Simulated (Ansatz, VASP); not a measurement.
## ZnCu in VASP and in Ansatz

Contents of INCAR:

```
SYSTEM = ZnCu
  PREC = Accurate
  ENCUT = 520
  EDIFF = 1E-6
  ISMEAR = 0
  SIGMA = 0.05
  LREAL = .FALSE.
  LASPH = .TRUE.
  NELM = 80
  ALGO = Fast
  ISIF = 2
  LWAVE = .FALSE.
  LCHARG = .FALSE.
  GGA = PE
  NBANDS = 18
```

File KPOINTS:

```
Automatic mesh
0
G
  12 12 12
  0 0 0
```

POSCAR

```
ZnCu
1.0
    2.9450000000      0.0000000000      0.0000000000
    0.0000000000      2.9450000000      0.0000000000
    0.0000000000      0.0000000000      2.9450000000
Zn Cu
1 1
Direct
    0.5000000000      0.5000000000      0.5000000000
    0.0000000000      0.0000000000      0.0000000000
```

Input for Ansatz:

```yaml
crystal:
  lattice:
    - [2.945, 0.0, 0.0]
    - [0.0, 2.945, 0.0]
    - [0.0, 0.0, 2.945]
  atoms:
    - { symbol: Zn, position: [0.5, 0.5, 0.5] }
    - { symbol: Cu, position: [0.0, 0.0, 0.0] }
basis:
  ecutwfc: 500
  fft_grid_basis: typed
kpoints:
  mp_grid: { grid: [12, 12, 12] }
hamiltonian:
  xc: pbe
scf:
  occupations: { method: gaussian, width: 0.05 }
output:
  forces: true
  stress: true
  eigenvalues: true
  bader: true
  write_density: true
  volumetric_format: npy
  elf: true
```

Alike in both runs: task single point; functional PBE; k mesh 12 × 12 × 12; occupations gaussian, width 0.05 eV; no spin polarisation.

|  | VASP | Ansatz |
| --- | --- | --- |
| version | VASP 6.6.1 | Ansatz 0.2.0 |
| potentials or method | VASP PAW PBE potentials, release 64 (Zn, Cu), cutoff 520 eV | scalar-relativistic, plane waves, PAW |
| valence electrons in the cell | 23 | 31 |

Ansatz gave:

| Property | Result |
| --- | --- |
| gap on the k mesh at the Fermi level (eV) | none |
| pressure (GPa) | 2.4 |

Question: Which values does VASP return?

Answer: gap on the k mesh at the Fermi level (eV): none; pressure (GPa): 3.3.

A gap of «none» marks a metal or a gap that the smearing closes. VASP's potentials hold 23 valence electrons a cell and Ansatz's 31, so a difference there can come from the potentials and not from the codes.
